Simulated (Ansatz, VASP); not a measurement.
## One calculation of BiTe, two programs

File INCAR:

```
PREC     = Accurate       # precision mode
ENCUT    = 520            # plane-wave cutoff, eV
EDIFF    = 1E-7           # SCF threshold, eV
ISMEAR   = 0              # smearing method
SIGMA    = 0.05           # smearing width, eV
LREAL    = False          # projectors in reciprocal space
LASPH    = True           # aspherical terms in the spheres
NELM     = 60             # most SCF steps
ALGO     = Normal         # electronic algorithm
ISIF     = 2              # what is computed and relaxed
LWAVE    = False          # write WAVECAR
LCHARG   = False          # write CHGCAR
GGA      = PE             # functional
NBANDS   = 18             # bands
```

KPOINTS

```
Automatic mesh
0
Gamma
  10 10 10
```

POSCAR

```
BiTe
1.0
    3.9133058495      0.0000000000      0.0000000000
    0.0000000000      3.9133058495      0.0000000000
    0.0000000000      0.0000000000      3.9133058495
Bi Te
1 1
Direct
    0.0000000000      0.0000000000      0.0000000000
    0.5000000000      0.5511076843      0.5000000000
```

Input for Ansatz:

```yaml
crystal:
  lattice:
    - [3.9133058495, 0.0, 0.0]
    - [0.0, 3.9133058495, 0.0]
    - [0.0, 0.0, 3.9133058495]
  atoms:
    - { symbol: Bi, position: [0.0, 0.0, 0.0] }
    - { symbol: Te, position: [0.5, 0.5511076843, 0.5] }
basis:
  ecutwfc: 420
  ecutrho_ratio: 4
kpoints:
  mp_grid: { grid: [10, 10, 10] }
hamiltonian:
  xc: pbe
scf:
  occupations: { method: gaussian, width: 0.05 }
output:
  forces: true
  stress: true
  eigenvalues: true
```

Alike in both runs: task single point; functional PBE; k mesh 10 × 10 × 10; occupations gaussian, width 0.05 eV; no spin polarisation.

```csv
,VASP,Ansatz
version,VASP 6.6.1,Ansatz 0.2.0
potentials or method,"VASP PAW PBE potentials, release 64 (Bi_d, Te), cutoff 520 eV","scalar-relativistic, plane waves, PAW"
valence electrons in the cell,21,31
```

VASP gave:

| Quantity | Value |
| --- | --- |
| gap on the k mesh at the Fermi level (eV) | none |
| pressure (GPa) | 0.5 |
| traceless stress, the component that is largest in VASP (GPa) | 0.16 |
| rms of the force components (eV/Å) | 0.018 |

Q: Which values does Ansatz return?

A: gap on the k mesh at the Fermi level (eV): none; pressure (GPa): 0.6; traceless stress, the component that is largest in VASP (GPa): 0.16; rms of the force components (eV/Å): 0.017.

Atom by atom the forces differ by 0.001 eV/Å (rms over components). A gap of «none» marks a metal or a gap that the smearing closes. VASP's potentials hold 21 valence electrons a cell and Ansatz's 31, so a difference there can come from the potentials and not from the codes.

Spin-orbit coupling is off throughout.
